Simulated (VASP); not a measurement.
Crystal: Sc3GeBi6.

```
CELL_PARAMETERS angstrom
0.00000 5.00278 5.00278
5.00278 0.00000 5.00278
5.00278 5.00278 0.00000
ATOMIC_POSITIONS crystal
Sc 0.25000 0.25000 0.25000
Sc 0.75000 0.75000 0.75000
Sc 0.50000 0.50000 0.50000
Ge 0.00000 0.00000 0.00000
Bi 0.77551 0.22449 0.22449
Bi 0.22449 0.77551 0.77551
Bi 0.22449 0.77551 0.22449
Bi 0.77551 0.22449 0.77551
Bi 0.22449 0.22449 0.77551
Bi 0.77551 0.77551 0.22449
```

The cell was generated, and may not be a known phase.

| Quantity | Value |
| --- | --- |
| Program | VASP 6.6.1 |
| Task | relaxation of cell and atoms |
| Functional | PBE |
| Potentials or basis | VASP PAW PBE potentials, release 64 (Sc_sv, Ge_d, Bi_d) |
| Cutoff | 600 eV |
| k mesh | 4 × 4 × 4 |
| Occupations | gaussian, width 0.1 eV |
| Spin | no spin polarisation |

At the start: pressure 32.8 GPa; volume 25.04 Å³/atom.

Problem. How do energy, volume and symmetry change on relaxing?

Solution. Over 8 steps the energy falls by 1049.8 meV/atom and the volume is 33.42 Å³/atom (+33.4 %); space group Fm-3m (No. 225, to 0.1 Å) before and after.

The path:
```tsv
step	energy change (eV)	largest force (eV/Å)	pressure (GPa)	volume (Å³)
1	0.0000	9.2798	32.77	250.42
2	-5.1835	0.6897	-5.99	485.73
3	-10.4115	0.3782	-1.06	343.76
4	-10.4509	0.2974	-0.63	339.52
5	-10.4929	0.1223	0.28	331.60
6	-10.4917	0.1691	0.05	333.39
7	-10.4969	0.0713	-0.01	333.85
8	-10.4981	0.0053	-0.05	334.17
```

Final structure:
```yaml
crystal:
  lattice:
    - [0.00000, 5.50784, 5.50784]
    - [5.50784, 0.00000, 5.50784]
    - [5.50784, 5.50784, 0.00000]
  atoms:
    - { symbol: Sc, position: [0.25000, 0.25000, 0.25000] }
    - { symbol: Sc, position: [0.75000, 0.75000, 0.75000] }
    - { symbol: Sc, position: [0.50000, 0.50000, 0.50000] }
    - { symbol: Ge, position: [0.00000, 0.00000, 0.00000] }
    - { symbol: Bi, position: [0.75342, 0.24658, 0.24658] }
    - { symbol: Bi, position: [0.24658, 0.75342, 0.75342] }
    - { symbol: Bi, position: [0.24658, 0.75342, 0.24658] }
    - { symbol: Bi, position: [0.75342, 0.24658, 0.75342] }
    - { symbol: Bi, position: [0.24658, 0.24658, 0.75342] }
    - { symbol: Bi, position: [0.75342, 0.75342, 0.24658] }
```

Caveat: the volume moved by over 15 % at a fixed basis, so the end points are rough.
